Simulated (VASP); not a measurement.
Wanted: the native input for a VASP 6.6.1 run.

| Property | Result |
| --- | --- |
| Task | single point |
| Functional | PBEsol-based global hybrid with 25 % exact exchange |
| Potentials or basis | VASP PAW PBE potentials, release 64 (Ga_d, As) |
| Cutoff | 520 eV |
| k mesh | 5 × 5 × 5 |
| Occupations | fermi-dirac, width 0.05 eV |
| Spin | no spin polarisation |
| Dipole correction | no |
| Grid for exact exchange (PRECFOCK) | Normal |
| Share of exact exchange | 0.25 |
| Further INCAR settings | ALGO = Normal; EDIFF = 1e-07; NBANDS = 16 |

Crystal: GaAs.

```
CELL_PARAMETERS angstrom
-1.88077 1.88077 3.02585
1.88077 -1.88077 3.02585
1.88077 1.88077 -3.02585
ATOMIC_POSITIONS crystal
Ga 0.00000 0.00000 0.00000
As 0.50000 0.50000 0.00000
```

One way to write it, as run:

POSCAR

```
GaAs
1.0
   -1.8807739600      1.8807739600      3.0258508800
    1.8807739600     -1.8807739600      3.0258508800
    1.8807739600      1.8807739600     -3.0258508800
Ga As
1 1
Direct
    0.0000000000      0.0000000000      0.0000000000
    0.5000000000      0.5000000000      0.0000000000
```

INCAR.step1

```
PREC     = Accurate       # precision mode
ENCUT    = 520            # plane-wave cutoff, eV
EDIFF    = 1E-5           # SCF threshold, eV
ISMEAR   = -1             # smearing method
SIGMA    = 0.05           # smearing width, eV
LREAL    = False          # projectors in reciprocal space
LASPH    = True           # aspherical terms in the spheres
NELM     = 60             # most SCF steps
ALGO     = Normal         # electronic algorithm
ISIF     = 2              # what is computed and relaxed
LWAVE    = True           # write WAVECAR
NBANDS   = 16             # bands
GGA      = PE             # functional
```

INCAR.step2

```
PREC     = Accurate       # precision mode
ENCUT    = 520            # plane-wave cutoff, eV
EDIFF    = 1E-7           # SCF threshold, eV
ISMEAR   = -1             # smearing method
SIGMA    = 0.05           # smearing width, eV
LREAL    = False          # projectors in reciprocal space
LASPH    = True           # aspherical terms in the spheres
NELM     = 60             # most SCF steps
ALGO     = Normal         # electronic algorithm
ISIF     = 2              # what is computed and relaxed
LWAVE    = False          # write WAVECAR
LCHARG   = True           # write CHGCAR
GGA      = PS             # functional
LHFCALC  = True           # exact exchange
AEXX     = 0.25           # exact-exchange fraction
PRECFOCK = Normal       
LELF     = True           # ELF
LVHAR    = True         
NBANDS   = 16             # bands
ISTART   = 1
```

KPOINTS

```
regular mesh
0
Gamma
  5 5 5
```

Potentials or basis: VASP PAW PBE potentials, release 64 (Ga_d, As).

Launch:

```console
$ cat potpaw_PBE.64/Ga_d/POTCAR potpaw_PBE.64/As/POTCAR > POTCAR
$ cp INCAR.step1 INCAR
$ mpirun -np 1 vasp_std > vasp.out
$ cp INCAR.step2 INCAR
$ mpirun -np 1 vasp_std > vasp.out
```

Results of the run:

* Pressure: -8.2 GPa
* Band gap on the k mesh: zero (bands 9 and 10 overlap by 3.43 eV)

Caveat: the k points lie up to 0.39 Å⁻¹ apart, too coarse for converged energies and pressures of a metal; the PAW data sets were made with another functional, which shifts forces and pressure a little.

It took 62 min on 1 thread of Oxide Virtual Turin-like Processor, with other jobs on the host, peak memory 0.16 GiB.
